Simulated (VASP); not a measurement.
# CuSb (Fm-3m) in VASP: notebook

Runs on CuSb. Level: r2SCAN. Tasks: single point.

All numbers are computed with VASP 6.6.1; they aren't measurements. Logs are shortened: lines on timing, memory, paths and dates and some standing lists are left out, and cuts for length are marked.

### 1 The cell of the first run

It takes space group Fm-3m (No. 225, cubic). The conventional cell has a = 5.310 Å, b = 5.310 Å, c = 5.310 Å, α = 90.00°, β = 90.00°, γ = 90.00°. Cu (site symmetry m-3m) has 6 Sb at 2.65 Å within 3.5 Å. Sb (site symmetry m-3m) has 6 Cu at 2.65 Å within 3.5 Å.

### 2 Single point, r2SCAN (volume scaled by 0.960)

POSCAR reads:

```
CuSb
1.0
    0.0000000000      2.6548985363      2.6548985363
    2.6548985363      0.0000000000      2.6548985363
    2.6548985363      2.6548985363      0.0000000000
Cu Sb
1 1
Direct
    0.5000000000      0.5000000000      0.5000000000
    0.0000000000      0.0000000000      0.0000000000
```

INCAR.step1 reads:

```
PREC = Accurate ; ENCUT = 520
ISMEAR = 0 ; SIGMA = 0.05
LREAL = F ; LASPH = T
NELM = 100 ; NBANDS = 15
GGA = PE ; ALGO = Normal
EDIFF = 1E-4 ; LWAVE = T
LCHARG = F
```

INCAR.step2 reads:

```
PREC = Accurate ; ENCUT = 520
EDIFF = 1E-6 ; ISMEAR = 0
SIGMA = 0.05 ; LREAL = F
LASPH = T ; NELM = 100
ALGO = Normal ; ISIF = 2
LWAVE = F ; LCHARG = T
METAGGA = R2SCAN ; LMIXTAU = T
LELF = T ; LVHAR = T
NBANDS = 15 ; ISTART = 1
```

KPOINTS reads:

```
regular mesh
0
Gamma
  12 12 12
```

Potentials or basis: VASP PAW PBE potentials, release 64 (Cu, Sb).

Started as:

```sh
cat potpaw_PBE.64/Cu/POTCAR potpaw_PBE.64/Sb/POTCAR > POTCAR
cp INCAR.step1 INCAR
mpirun -np 1 vasp_std > vasp.out
cp INCAR.step2 INCAR
mpirun -np 1 vasp_std > vasp.out
```

OUTCAR:

```text
PREC = Accurate
   ENCUT = 520
   EDIFF = 1E-6
   ISMEAR = 0
   LREAL = F
   LASPH = T
   NELM = 100
   ISIF = 2
   METAGGA = R2SCAN
   ISTART = 1

 ion  position               nearest neighbor table
   1  0.500  0.500  0.500-   2 2.65   2 2.65   2 2.65   2 2.65   2 2.65   2 2.65
   2  0.000  0.000  0.000-   1 2.65   1 2.65   1 2.65   1 2.65   1 2.65   1 2.65

  LATTYP: Found a face centered cubic cell.
 ALAT       =     5.3097970726

  Lattice vectors:

 A1 = (   0.0000000000,   2.6548985363,   2.6548985363)
 A2 = (   2.6548985363,   0.0000000000,   2.6548985363)
 A3 = (   2.6548985363,   2.6548985363,   0.0000000000)

Analysis of symmetry for initial positions (statically):
=====================================================================
 Subroutine PRICEL returns:
 Original cell was already a primitive cell.

 Routine SETGRP: Setting up the symmetry group for a
 face centered cubic supercell.

 Subroutine GETGRP returns: Found 48 space group operations
 (whereof 48 operations were pure point group operations)
 out of a pool of 48 trial point group operations.

The static configuration has the point symmetry O_h .

Analysis of symmetry for dynamics (positions and initial velocities):
=====================================================================
 Subroutine PRICEL returns:
 Original cell was already a primitive cell.

 Routine SETGRP: Setting up the symmetry group for a
 face centered cubic supercell.

 Subroutine GETGRP returns: Found 48 space group operations
 (whereof 48 operations were pure point group operations)
 out of a pool of 48 trial point group operations.

The dynamic configuration has the point symmetry O_h .

 Subroutine INISYM returns: Found 48 space group operations
 (whereof 48 operations are pure point group operations),
 and found     1 'primitive' translations

----------------------------------------------------------------------------------------

                                     Primitive cell

  volume of cell :      37.4260

  direct lattice vectors                    reciprocal lattice vectors
     0.000000000  2.654898536  2.654898536    -0.188331114  0.188331114  0.188331114
     2.654898536  0.000000000  2.654898536     0.188331114 -0.188331114  0.188331114
     2.654898536  2.654898536  0.000000000     0.188331114  0.188331114 -0.188331114

  length of vectors
     3.754593517  3.754593517  3.754593517     0.326199059  0.326199059  0.326199059

[... 83 lines left out ...]
   NSW    =      0    number of steps for IOM
   IBRION =     -1    ionic relax: 0-MD 1-quasi-New 2-CG
   NFREE  =      0    steps in history (QN), initial steepest desc. (CG)
   ISIF   =      2    stress and relaxation
   ISYM   =      2    0-nonsym 1-usesym 2-fastsym
   POTIM  = 0.5000    time-step for ionic-motion
   TEBEG  =    0.0;   TEEND  =   0.0 temperature during run
   PSTRESS=    0.0 pullay stress
   NELECT =      16.0000    total number of electrons
   NUPDOWN=      -1.0000    fix difference up-down
   EMIN   =  10.00;   EMAX   =-10.00  energy-range for DOS
   EFERMI =   0.00;   METHOD = LEGACY
   ISMEAR =     0;   SIGMA  =   0.05  broadening in eV -4-tet -1-fermi 0-gaus
   EFERMI_NEDOS =   21; number of points for ismear=-14 and -15
   IALGO  =     38    algorithm
   IMIX   =      4    mixing-type and parameters
     AMIX     =   0.40;   BMIX     =  1.00
     AMIX_MAG =   1.60;   BMIX_MAG =  1.00
  volume/ion in A,a.u.               =      18.71       126.28
  Fermi-wavevector in a.u.,A,eV,Ry     =   1.233266  2.330536 20.693727  1.520946
  Thomas-Fermi vector in A             =   2.368004
   LORBIT       =      0    0 simple, 1 ext, 2 COOP (PROOUT), +10 PAW based schemes
   METAGGA = R2SCAN    functional components
   LHFCALC =     F    Hartree Fock is set to
   AEXX    =    0.0000 exact exchange contribution
   IVDW    =     0    specifies the selected vdW correction
   LEPSILON=     F    determine dielectric tensor
   LRPA    =     F    only Hartree local field effects (RPA)
 non-spin polarized calculation
 Gauss-broadening in eV      SIGMA  =   0.05
  energy-cutoff  :      520.00
  volume of cell :       37.43
 maximum number of plane-waves:      1036
   NGX = 13   NGY = 13   NGZ = 13

 number of electron      16.0000013 magnetization

 Free energy of the ion-electron system (eV)
  ---------------------------------------------------
  ext. energy  EPLUGINS =         0.00000000
  ---------------------------------------------------
  free energy    TOTEN  =       -36.15499761 eV

  energy without entropy =      -36.15418942  energy(sigma->0) =      -36.15459351

 E-fermi :   8.4660     XC(G=0): -11.7814

 val. band max:        8.4100855840   @ k =   0.2500   0.2500   0.0000
 cond. band min:       8.4827901923   @ k =   0.5000   0.2500   0.0000
 fundamental gap:      0.0727046083
 Fermi energy:         8.4659660150

 k-point     1 :       0.0000    0.0000    0.0000
  band No.  band energies     occupation
      1      -4.4702      2.00000
      2       4.8508      2.00000
      3       4.8508      2.00000
      4       4.8508      2.00000
      5       4.8931      2.00000
      6       4.8931      2.00000
      7      10.2935      0.00000
      8      10.2935      0.00000
      9      10.2935      0.00000
     10      15.2938      0.00000
     11      17.2852      0.00000
     12      17.2852      0.00000
     13      17.2853      0.00000
     14      18.1097      0.00000
[... 401 lines left out ...]
      2       1.9420      2.00000
      3       4.1192      2.00000
      4       4.2521      2.00000
      5       5.1060      2.00000
      6       5.1337      2.00000
      7       5.3867      2.00000
      8       8.3420      1.99954
      9      10.0744      0.00000
     10      12.7485      0.00000
     11      15.5075      0.00000
     12      16.4136      0.00000
     13      19.5095      0.00000
     14      20.6978      0.00000
     15      21.4212      0.00000

 [... further k-points ...]
[... 5 lines left out ...]
  --------------------------------------------------------------------------------------
  -------------------------------------------------------------------------------------
  Total        0.9300212      0.9300212      0.9300212      0.0000000      0.0000000      0.0000000
  in kB       39.8134342     39.8134342     39.8134342      0.0000000      0.0000000      0.0000000
  external PRESSURE =      39.8134342 kB  Pullay stress =       0.0000000 kB

 VOLUME and BASIS-vectors are now :
 -----------------------------------------------------------------------------
  energy-cutoff  :      520.00
  volume of cell :       37.43
      direct lattice vectors                 reciprocal lattice vectors
     0.000000000  2.654898536  2.654898536    -0.188331114  0.188331114  0.188331114
     2.654898536  0.000000000  2.654898536     0.188331114 -0.188331114  0.188331114
     2.654898536  2.654898536  0.000000000     0.188331114  0.188331114 -0.188331114

 POSITION                                       TOTAL-FORCE (eV/Angst)
 -----------------------------------------------------------------------------------
      2.65490      2.65490      2.65490         0.000000      0.000000      0.000000
      0.00000      0.00000      0.00000        -0.000000     -0.000000      0.000000
 -----------------------------------------------------------------------------------
    total drift:                                0.000000      0.000000      0.000000

  FREE ENERGIE OF THE ION-ELECTRON SYSTEM (eV)
  ---------------------------------------------------
  free  energy   TOTEN  =       -36.1549976125 eV

  energy  without entropy=      -36.1541894162  energy(sigma->0) =      -36.15459351
```

OUTCAR.step1:

```text
PREC = Accurate
   ENCUT = 520
   ISMEAR = 0
   LREAL = F
   LASPH = T
[... 652 lines left out ...]
 -----------------------------------------------------------------------------------
      2.65490      2.65490      2.65490         0.000000     -0.000000      0.000000
      0.00000      0.00000      0.00000        -0.000000      0.000000     -0.000000
 -----------------------------------------------------------------------------------
    total drift:                                0.000000      0.000000      0.000000

  FREE ENERGIE OF THE ION-ELECTRON SYSTEM (eV)
  ---------------------------------------------------
  free  energy   TOTEN  =        -7.5243057826 eV

  energy  without entropy=       -7.5233812168  energy(sigma->0) =       -7.52384350
```

OSZICAR.step1:

```text
N       E                     dE             d eps       ncg     rms          rms(c)
DAV:   1     0.728510531968E+02    0.72851E+02   -0.66255E+03  2168   0.123E+03
DAV:   2    -0.554364717579E+01   -0.78395E+02   -0.71796E+02  2314   0.222E+02
DAV:   3    -0.864828632368E+01   -0.31046E+01   -0.30203E+01  2811   0.491E+01
DAV:   4    -0.870646956757E+01   -0.58183E-01   -0.58153E-01  2527   0.601E+00
DAV:   5    -0.870874960007E+01   -0.22800E-02   -0.22800E-02  3159   0.136E+00    0.102E+01
DAV:   6    -0.939118088941E+01   -0.68243E+00   -0.23045E+01  2503   0.134E+02    0.824E+00
DAV:   7    -0.755453595787E+01    0.18366E+01   -0.51453E+00  2643   0.657E+01    0.196E+00
DAV:   8    -0.753137508711E+01    0.23161E-01   -0.38511E-01  3037   0.139E+01    0.124E+00
DAV:   9    -0.752475993839E+01    0.66151E-02   -0.40756E-02  3271   0.372E+00    0.504E-01
DAV:  10    -0.752459355862E+01    0.16638E-03   -0.63458E-04  3064   0.244E-01    0.403E-01
DAV:  11    -0.752432108224E+01    0.27248E-03   -0.56080E-04  2882   0.559E-01    0.876E-02
DAV:  12    -0.752430578263E+01    0.15300E-04   -0.15379E-04  1482   0.340E-01
   1 F= -.75243058E+01 E0= -.75238435E+01  d E =-.924566E-03
```

Wall time 2 min (1 thread of Intel Xeon Platinum 8488C (Sapphire Rapids), shared host); peak memory 0.19 GiB.

What came out:

- Free energy: -36.1550 eV
- Pressure: 4.0 GPa
- Band gap on the k mesh: zero (band 8 reaches 11.24 eV, above the bottom of band 9 at 5.82 eV)

Caveat: the PAW data sets were made with another functional, which shifts forces and pressure a little; spin-orbit coupling is left out, which moves the levels of the heavy elements.

[end of part 1 of 2]
